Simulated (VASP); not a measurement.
The system is ZnS (Wurtzite-2H).

```
Zn S
1.0
     3.81100    0.00000    0.00000
    -1.90550    3.30042    0.00000
     0.00000    0.00000    6.23400
Zn S
2 2
Direct
  0.33333 0.66667 0.00000
  0.66667 0.33333 0.50000
  0.33333 0.66667 0.38500
  0.66667 0.33333 0.88500
```

Base run:

```yaml
Program: VASP 6.6.1
Functional: PBEsol
Potentials_or_basis: VASP PAW PBE potentials, release 64 (Zn, S)
Cutoff: 520 eV
k_mesh: 6 × 6 × 4
Occupations: gaussian, width 0.01 eV
Spin: no spin polarisation
```

Its results: band gap on the k mesh 2.12 eV, direct; pressure -1.1 GPa; largest force 0.310 eV/Å.

The run is repeated on the same cell with these changes: functional from PBEsol to BLYP. What comes out?

Band gap on the k mesh 2.26 eV, direct; pressure 6.4 GPa; largest force 0.344 eV/Å.

BLYP binds less tightly than PBEsol, so the same cell stands under more pressure.

Caveats: the PAW data sets were made with another functional, which shifts forces and pressure a little.

